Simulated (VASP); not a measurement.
# SnO2 (R-3m) in VASP: notebook

The runs below take SnO2 through single point, with PBEsol.

Program: VASP 6.6.1. These are calculated values, not measurements. Logs are shortened: lines on timing, memory, paths and dates and some standing lists are left out, and cuts for length are marked.

### 1 The cell of the first run

It takes space group R-3m (No. 166, trigonal). Conventional cell: a = 3.123 Å, b = 3.123 Å, c = 13.905 Å, α = 90.00°, β = 90.00°, γ = 120.00°. Sn (site symmetry -3m) has 6 O at 2.05 Å within 2.7 Å. O (site symmetry 3m) has 3 Sn at 2.05 Å and 3 O at 2.66 Å within 2.7 Å.

### 2 Single point, PBEsol

INCAR reads:

```
  PREC = Accurate
  ENCUT = 520
  EDIFF = 1E-6
  ISMEAR = 1
  SIGMA = 0.02
  LREAL = False
  LASPH = True
  NELM = 100
  ALGO = Normal
  ISIF = 2
  LWAVE = False
  LCHARG = False
  GGA = PS
  NBANDS = 20
```

KPOINTS reads:

```
regular mesh
0
Gamma
  8 8 8
```

POSCAR reads:

```
SnO2
1.0
    1.5612862027      0.9014090045      4.6349211758
   -1.5612862027      0.9014090045      4.6349211758
    0.0000000000     -1.8028180090      4.6349211758
Sn O
1 2
Direct
    0.5000000000      0.5000000000      0.5000000000
    0.2371700000      0.2371700000      0.2371700000
    0.7628300000      0.7628300000      0.7628300000
```

Potentials or basis: VASP PAW PBE potentials, release 64 (Sn_d, O).

Started as:

```bash
$ cat potpaw_PBE.64/Sn_d/POTCAR potpaw_PBE.64/O/POTCAR > POTCAR
$ mpirun -np 1 vasp_std > vasp.out
```

OUTCAR:

```text
PREC = Accurate
   ENCUT = 520
   EDIFF = 1E-6
   ISMEAR = 1
   LREAL = False
   LASPH = True
   NELM = 100
   ISIF = 2
   GGA = PS

 ion  position               nearest neighbor table
   1  0.500  0.500  0.500-   2 2.05   3 2.05   2 2.05   2 2.05   3 2.05   3 2.05
   2  0.237  0.237  0.237-   1 2.05   1 2.05   1 2.05
   3  0.763  0.763  0.763-   1 2.05   1 2.05   1 2.05

  LATTYP: Found a trigonal (rhomboedric) cell.
 ALAT       =     4.9731928483
 COS(alpha) =     0.8028828377

  Lattice vectors:

 A1 = (   1.5612862027,   0.9014090045,   4.6349211758)
 A2 = (  -1.5612862027,   0.9014090045,   4.6349211758)
 A3 = (   0.0000000000,  -1.8028180090,   4.6349211758)

Analysis of symmetry for initial positions (statically):
=====================================================================
 Subroutine PRICEL returns:
 Original cell was already a primitive cell.

 Routine SETGRP: Setting up the symmetry group for a
 trigonal (rhombohedral) supercell.

 Subroutine GETGRP returns: Found 12 space group operations
 (whereof 12 operations were pure point group operations)
 out of a pool of 12 trial point group operations.

The static configuration has the point symmetry D_3d.

Analysis of symmetry for dynamics (positions and initial velocities):
=====================================================================
 Subroutine PRICEL returns:
 Original cell was already a primitive cell.

 Routine SETGRP: Setting up the symmetry group for a
 trigonal (rhombohedral) supercell.

 Subroutine GETGRP returns: Found 12 space group operations
 (whereof 12 operations were pure point group operations)
 out of a pool of 12 trial point group operations.

The dynamic configuration has the point symmetry D_3d.

 Subroutine INISYM returns: Found 12 space group operations
 (whereof 12 operations are pure point group operations),
 and found     1 'primitive' translations

----------------------------------------------------------------------------------------

                                     Primitive cell

  volume of cell :      39.1379

  direct lattice vectors                    reciprocal lattice vectors
     1.561286203  0.901409005  4.634921176     0.320248779  0.184895720  0.071917800
    -1.561286203  0.901409005  4.634921176    -0.320248779  0.184895720  0.071917800
     0.000000000 -1.802818009  4.634921176     0.000000000 -0.369791439  0.071917800
[... 78 lines left out ...]
   ISTART =      0    job   : 0-new  1-cont  2-samecut
   ICHARG =      2    charge: 1-file 2-atom 10-const
   ISPIN  =      1    spin polarized calculation?
   LNONCOLLINEAR =      F non collinear calculations
   LSORBIT =      F    spin-orbit coupling
   LASPH  =      T    aspherical Exc in radial PAW
   ENCUT  =  520.0 eV  38.22 Ry    6.18 a.u.   9.25  9.25  9.25*2*pi/ulx,y,z
   NELM   =    100;   NELMIN=  2; NELMDL= -5     # of ELM steps
   EDIFF  = 0.1E-05   stopping-criterion for ELM
   LREAL  =      F    real-space projection
   EDIFFG = 0.1E-04   stopping-criterion for IOM
   NSW    =      0    number of steps for IOM
   IBRION =     -1    ionic relax: 0-MD 1-quasi-New 2-CG
   NFREE  =      0    steps in history (QN), initial steepest desc. (CG)
   ISIF   =      2    stress and relaxation
   ISYM   =      2    0-nonsym 1-usesym 2-fastsym
   POTIM  = 0.5000    time-step for ionic-motion
   TEBEG  =    0.0;   TEEND  =   0.0 temperature during run
   PSTRESS=    0.0 pullay stress
   NELECT =      26.0000    total number of electrons
   NUPDOWN=      -1.0000    fix difference up-down
   EMIN   =  10.00;   EMAX   =-10.00  energy-range for DOS
   EFERMI =   0.00;   METHOD = LEGACY
   ISMEAR =     1;   SIGMA  =   0.02  broadening in eV -4-tet -1-fermi 0-gaus
   EFERMI_NEDOS =   21; number of points for ismear=-14 and -15
   IALGO  =     38    algorithm
   IMIX   =      4    mixing-type and parameters
     AMIX     =   0.40;   BMIX     =  1.00
     AMIX_MAG =   1.60;   BMIX_MAG =  1.00
  volume/ion in A,a.u.               =      13.05        88.04
  Fermi-wavevector in a.u.,A,eV,Ry     =   1.428455  2.699389 27.762472  2.040484
  Thomas-Fermi vector in A             =   2.548515
   LORBIT       =      0    0 simple, 1 ext, 2 COOP (PROOUT), +10 PAW based schemes
   GGA     = PS    functional components
   LHFCALC =     F    Hartree Fock is set to
   AEXX    =    0.0000 exact exchange contribution
   IVDW    =     0    specifies the selected vdW correction
   LEPSILON=     F    determine dielectric tensor
   LRPA    =     F    only Hartree local field effects (RPA)
 non-spin polarized calculation
 Methfessel and Paxton  Order N= 1 SIGMA  =   0.02
  energy-cutoff  :      520.00
  volume of cell :       39.14
 maximum number of plane-waves:      1074
 NGX is ok and might be reduce to    40
   NGX = 19   NGY = 19   NGZ = 19

 number of electron      25.9999997 magnetization

 Free energy of the ion-electron system (eV)
  ---------------------------------------------------
  ext. energy  EPLUGINS =         0.00000000
  ---------------------------------------------------
  free energy    TOTEN  =       -19.19319134 eV

  energy without entropy =      -19.19332321  energy(sigma->0) =      -19.19323530

 E-fermi :   4.2619     XC(G=0): -10.7607

 val. band max:        4.2568387757   @ k =   0.5000   0.5000  -0.0000
 cond. band min:       6.8298464160   @ k =   0.0000   0.0000   0.0000
 fundamental gap:      2.5730076403
 Fermi energy:         4.2619374666

 k-point     1 :       0.0000    0.0000    0.0000
  band No.  band energies     occupation
      1     -15.8118      2.00000
      2     -15.3317      2.00000
      3     -15.3317      2.00000
      4     -15.0195      2.00000
      5     -15.0195      2.00000
      6     -14.0428      2.00000
[... 541 lines left out ...]
     19      18.0838      0.00000
     20      21.1817      0.00000

 [... further k-points ...]
[... 5 lines left out ...]
  --------------------------------------------------------------------------------------
  -------------------------------------------------------------------------------------
  Total        4.1197027      4.1197026      1.7242177      0.0000000      0.0000000     -0.0000000
  in kB      168.6469303    168.6469285     70.5837403      0.0000000      0.0000000     -0.0000000
  external PRESSURE =     135.9591997 kB  Pullay stress =       0.0000000 kB

 VOLUME and BASIS-vectors are now :
 -----------------------------------------------------------------------------
  energy-cutoff  :      520.00
  volume of cell :       39.14
      direct lattice vectors                 reciprocal lattice vectors
     1.561286203  0.901409005  4.634921176     0.320248779  0.184895720  0.071917800
    -1.561286203  0.901409005  4.634921176    -0.320248779  0.184895720  0.071917800
     0.000000000 -1.802818009  4.634921176     0.000000000 -0.369791439  0.071917800

 POSITION                                       TOTAL-FORCE (eV/Angst)
 -----------------------------------------------------------------------------------
      0.00000      0.00000      6.95238         0.000000      0.000000      0.000000
      0.00000      0.00000      3.29779        -0.000000     -0.000000      0.938739
      0.00000      0.00000     10.60697        -0.000000      0.000000     -0.938739
 -----------------------------------------------------------------------------------
    total drift:                               -0.000000      0.000000      0.000000

  FREE ENERGIE OF THE ION-ELECTRON SYSTEM (eV)
  ---------------------------------------------------
  free  energy   TOTEN  =       -19.1931913436 eV

  energy  without entropy=      -19.1933232069  energy(sigma->0) =      -19.19323530
```

OSZICAR:

```text
N       E                     dE             d eps       ncg     rms          rms(c)
DAV:   1     0.259679036462E+03    0.25968E+03   -0.13956E+04  2756   0.198E+03
DAV:   2     0.712166991297E+01   -0.25256E+03   -0.23830E+03  2772   0.509E+02
DAV:   3    -0.211072246754E+02   -0.28229E+02   -0.27955E+02  3044   0.143E+02
DAV:   4    -0.218796259763E+02   -0.77240E+00   -0.77158E+00  2852   0.252E+01
DAV:   5    -0.218944677133E+02   -0.14842E-01   -0.14841E-01  3208   0.370E+00    0.106E+01
DAV:   6    -0.192307756374E+02    0.26637E+01   -0.93393E+00  3804   0.537E+01    0.460E+00
DAV:   7    -0.192208306020E+02    0.99450E-02   -0.57805E-01  2708   0.596E+00    0.218E+00
DAV:   8    -0.191948455027E+02    0.25985E-01   -0.53948E-02  2868   0.253E+00    0.483E-01
DAV:   9    -0.191927687647E+02    0.20767E-02   -0.84626E-03  3744   0.180E+00    0.789E-02
DAV:  10    -0.191931676467E+02   -0.39888E-03   -0.14162E-03  2700   0.295E-01    0.279E-02
DAV:  11    -0.191931891237E+02   -0.21477E-04   -0.33288E-05  3608   0.481E-02    0.141E-02
DAV:  12    -0.191931913056E+02   -0.21819E-05   -0.29887E-06  2472   0.237E-02    0.290E-03
DAV:  13    -0.191931913436E+02   -0.37980E-07   -0.63567E-07  2324   0.112E-02
   1 F= -.19193191E+02 E0= -.19193235E+02  d E =0.131863E-03
```

stdout:

```text
POSCAR found type information on POSCAR SnO
 POSCAR found :  2 types and       3 ions
 scaLAPACK will be used
 -----------------------------------------------------------------------------
|                                                                             |
|                                                                             |
|     You enforced a specific xc type in the INCAR file but a different       |
|     I HOPE YOU KNOW WHAT YOU ARE DOING!                                     |
|                                                                             |
 -----------------------------------------------------------------------------

 LDA part: xc-table for (Slater+PW92), standard interpolation
 POSCAR, INCAR and KPOINTS ok, starting setup
 FFT: planning ... GRIDC
 FFT: planning ... GRID_SOFT
 FFT: planning ... GRID
 WAVECAR not read
 entering main loop
```

Wall time 39 s (1 thread of Intel Xeon 6975P-C (Granite Rapids), shared host); peak memory 0.25 GiB.

Results:

* Free energy: -19.1932 eV
* Pressure: 13.6 GPa
* Largest force: 0.939 eV/Å
* Band gap on the k mesh: 2.57 eV, indirect (least direct gap 2.81 eV)

Forces in eV/Å, atoms in the order of the input:
```
Sn   0.000  0.000  0.000
O    0.000  0.000  0.939
O    0.000  0.000 -0.939
```

Levels at points of the mesh, in eV from the valence-band top:
```
           k point  band 11  band 12  band 13  band 14  band 15  band 16
(0.00, 0.00, 0.00)    -0.86    -0.86    -0.24     2.57     6.10    11.86
(0.50, 0.00, 0.00)    -1.66    -0.65    -0.56     6.30     8.26    10.68
(0.50, 0.50, 0.00)    -1.28    -0.39     0.00     5.93     7.35    11.61
(0.50, 0.50, 0.50)    -1.48    -0.80    -0.80     3.97     6.15    12.09
```

Caveat: the PAW data sets were made with another functional, which shifts forces and pressure a little; spin-orbit coupling is left out, which moves the levels of the heavy elements. A k mesh can miss the band edges.

### 3 Single point, PBEsol

This run uses another cell than the first one, of 13.41 Å³/atom, 1.028 times its volume.

INCAR reads:

```
PREC     = Accurate       # precision mode
ENCUT    = 520            # plane-wave cutoff, eV
EDIFF    = 1E-7           # SCF threshold, eV
ISMEAR   = 1              # smearing method
SIGMA    = 0.02           # smearing width, eV
LREAL    = False          # projectors in reciprocal space
LASPH    = True           # aspherical terms in the spheres
NELM     = 80             # most SCF steps
ALGO     = Normal         # electronic algorithm
ISIF     = 2              # what is computed and relaxed
LWAVE    = False          # write WAVECAR
LCHARG   = True           # write CHGCAR
GGA      = PS             # functional
LELF     = True           # ELF
LVHAR    = True         
NBANDS   = 20             # bands
```

KPOINTS is that of step 2.

POSCAR reads:

```
SnO2
1.0
    1.5756107294      0.9096792739      4.6774457638
   -1.5756107294      0.9096792739      4.6774457638
    0.0000000000     -1.8193585477      4.6774457638
Sn O
1 2
Direct
    0.5000000000      0.5000000000      0.5000000000
    0.2371700000      0.2371700000      0.2371700000
    0.7628300000      0.7628300000      0.7628300000
```

Potentials or basis: VASP PAW PBE potentials, release 64 (Sn_d, O).

Started as:

```bash
$ cat potpaw_PBE.64/Sn_d/POTCAR potpaw_PBE.64/O/POTCAR > POTCAR
$ mpirun -np 1 vasp_std > vasp.out
```

OUTCAR:

```text
PREC = Accurate
   ENCUT = 520
   EDIFF = 1E-7
   ISMEAR = 1
   LREAL = False
   LASPH = True
   NELM = 80
   ISIF = 2
   GGA = PS

 ion  position               nearest neighbor table
   1  0.500  0.500  0.500-   2 2.07   3 2.07   2 2.07   2 2.07   3 2.07   3 2.07
   2  0.237  0.237  0.237-   1 2.07   1 2.07   1 2.07
   3  0.763  0.763  0.763-   1 2.07   1 2.07   1 2.07

  LATTYP: Found a trigonal (rhomboedric) cell.
 ALAT       =     5.0188210194
 COS(alpha) =     0.8028828377

  Lattice vectors:

[... 195 lines left out ...]
      6     -14.2434      2.00000
[... 541 lines left out ...]
     19      17.5998      0.00000
     20      20.6908      0.00000

 [... further k-points ...]
[... 5 lines left out ...]
  --------------------------------------------------------------------------------------
  -------------------------------------------------------------------------------------
  Total        2.5400903      2.5400903      0.9472362      0.0000000      0.0000000      0.0000000
  in kB      101.1725035    101.1725024     37.7286812      0.0000000      0.0000000      0.0000000
  external PRESSURE =      80.0245623 kB  Pullay stress =       0.0000000 kB

 VOLUME and BASIS-vectors are now :
 -----------------------------------------------------------------------------
  energy-cutoff  :      520.00
  volume of cell :       40.23
      direct lattice vectors                 reciprocal lattice vectors
     1.575610729  0.909679274  4.677445764     0.317337265  0.183214757  0.071263965
    -1.575610729  0.909679274  4.677445764    -0.317337265  0.183214757  0.071263965
     0.000000000 -1.819358548  4.677445764     0.000000000 -0.366429513  0.071263965

 POSITION                                       TOTAL-FORCE (eV/Angst)
 -----------------------------------------------------------------------------------
      0.00000      0.00000      7.01617        -0.000000      0.000000      0.000000
      0.00000      0.00000      3.32805         0.000000      0.000000      0.559855
      0.00000      0.00000     10.70429         0.000000     -0.000000     -0.559855
 -----------------------------------------------------------------------------------
    total drift:                               -0.000000      0.000000      0.000000

  FREE ENERGIE OF THE ION-ELECTRON SYSTEM (eV)
  ---------------------------------------------------
  free  energy   TOTEN  =       -19.2676187480 eV

  energy  without entropy=      -19.2677322092  energy(sigma->0) =      -19.26765657
```

It took 39 s on 1 thread of Intel Xeon 6975P-C (Granite Rapids), shared host; peak memory 0.25 GiB.

Results:

```yaml
Free_energy: -19.2676 eV
Pressure: 8.0 GPa
Largest_force: 0.560 eV/Å
Band_gap_on_the_k_mesh: 2.37 eV, indirect (least direct gap 2.57 eV)
```

Forces on the atoms (eV/Å):
```
Sn   0.000  0.000  0.000
O    0.000  0.000  0.560
O    0.000  0.000 -0.560
```

Stress tensor (GPa, compression positive):
```
10.12  0.00  0.00
 0.00 10.12  0.00
 0.00  0.00  3.77
```

Levels at points of the mesh, in eV from the valence-band top:
```csv
k point,band 11,band 12,band 13,band 14,band 15,band 16
"(0.00, 0.00, 0.00)",-0.87,-0.87,-0.19,2.37,5.97,11.60
"(0.50, 0.00, 0.00)",-1.61,-0.62,-0.57,6.02,8.09,10.49
"(0.50, 0.50, 0.00)",-1.24,-0.41,0.00,5.67,7.20,11.35
"(0.50, 0.50, 0.50)",-1.44,-0.81,-0.81,3.74,5.99,11.82
```

Caveat: the PAW data sets were made with another functional, which shifts forces and pressure a little; spin-orbit coupling is left out, which moves the levels of the heavy elements.

### 4 Single point, PBEsol

This run uses another cell than the first one, of 13.77 Å³/atom, 1.056 times its volume.

INCAR reads:

```
  ALGO = Normal
  EDIFF = 1E-6
  ENCUT = 520
  GGA = PS
  ISIF = 2
  ISMEAR = 1
  LASPH = True
  LCHARG = True
  LELF = True
  LREAL = False
  LVHAR = True
  LWAVE = False
  NBANDS = 20
  NELM = 80
  PREC = Accurate
  SIGMA = 0.02
```

KPOINTS reads:

```
k-points
0
Gamma
  8 8 8
```

POSCAR reads:

```
SnO2
1.0
    1.5896794268      0.9178018400      4.7192108823
   -1.5896794268      0.9178018400      4.7192108823
    0.0000000000     -1.8356036800      4.7192108823
Sn O
1 2
Direct
    0.5000000000      0.5000000000      0.5000000000
    0.2371700000      0.2371700000      0.2371700000
    0.7628300000      0.7628300000      0.7628300000
```

Started as:

```bash
$ cat potpaw_PBE.64/Sn_d/POTCAR potpaw_PBE.64/O/POTCAR > POTCAR
$ mpirun -np 1 vasp_std > vasp.out
```

It took 39 s on 1 thread of Intel Xeon 6975P-C (Granite Rapids), shared host; peak memory 0.25 GiB.

It converged, with:

```
Free energy            : -19.3066 eV
Pressure               : 3.2 GPa
Largest force          : 0.222 eV/Å
Band gap on the k mesh : 2.19 eV, indirect (least direct gap 2.35 eV)
```

Forces on the atoms (eV/Å):
```
Sn   0.000  0.000  0.000
O    0.000  0.000  0.222
O    0.000  0.000 -0.222
```

Stress tensor (GPa, compression positive):
```
4.27 0.00 0.00
0.00 4.27 0.00
0.00 0.00 0.93
```

Levels at points of the mesh, in eV from the valence-band top:
```
           k point  band 10  band 11  band 12  band 13  band 14  band 15  band 16  band 17
(0.00, 0.00, 0.00)    -1.34    -0.88    -0.88    -0.16     2.19     5.83    11.35    11.35
(0.50, 0.00, 0.00)    -3.12    -1.56    -0.60    -0.58     5.74     7.91    10.30    12.46
(0.50, 0.50, 0.00)    -3.22    -1.20    -0.43    -0.01     5.43     7.05    11.09    11.41
(0.50, 0.50, 0.50)    -1.40    -1.40    -0.83    -0.83     3.52     5.83    11.55    11.55
```

Caveat: the PAW data sets were made with another functional, which shifts forces and pressure a little; spin-orbit coupling is left out, which moves the levels of the heavy elements.

(Continued in part 2 of 2.)
